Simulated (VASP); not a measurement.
A run of VASP 6.6.1:

The input INCAR:

```
SYSTEM = La
  ALGO = Normal
  EDIFF = 1E-6
  ENCUT = 520
  GGA = RE
  ISIF = 2
  ISMEAR = -1
  LASPH = .TRUE.
  LCHARG = .TRUE.
  LELF = .TRUE.
  LREAL = .FALSE.
  LVHAR = .TRUE.
  LWAVE = .FALSE.
  NBANDS = 18
  NELM = 60
  PREC = Accurate
  SIGMA = 0.1
```

Contents of KPOINTS:

```
k-points
0
G
  9 9 9
  0 0 0
```

Contents of POSCAR:

```
La
1.0
    0.0000000000      3.3221128755      3.3221128755
    3.3221128755      0.0000000000      3.3221128755
    3.3221128755      3.3221128755      0.0000000000
La
2
Direct
    0.1250000000      0.1250000000      0.1250000000
    0.8750000000      0.8750000000      0.8750000000
```

Potentials or basis: VASP PAW PBE potentials, release 64 (La).

Command:

```sh
$ cat potpaw_PBE.64/La/POTCAR > POTCAR
$ mpirun -np 1 vasp_std > vasp.out
```

Hardware: 1 thread of Intel(R) Xeon(R) 6975P-C (Granite Rapids), with other jobs on the host.

Question: How long does it take, and how much memory?

Answer: Run time: 30 s on 1 thread of Intel(R) Xeon(R) 6975P-C (Granite Rapids) (shared host), peak memory 0.22 GiB. Counts: scf iterations 13, k points 35.
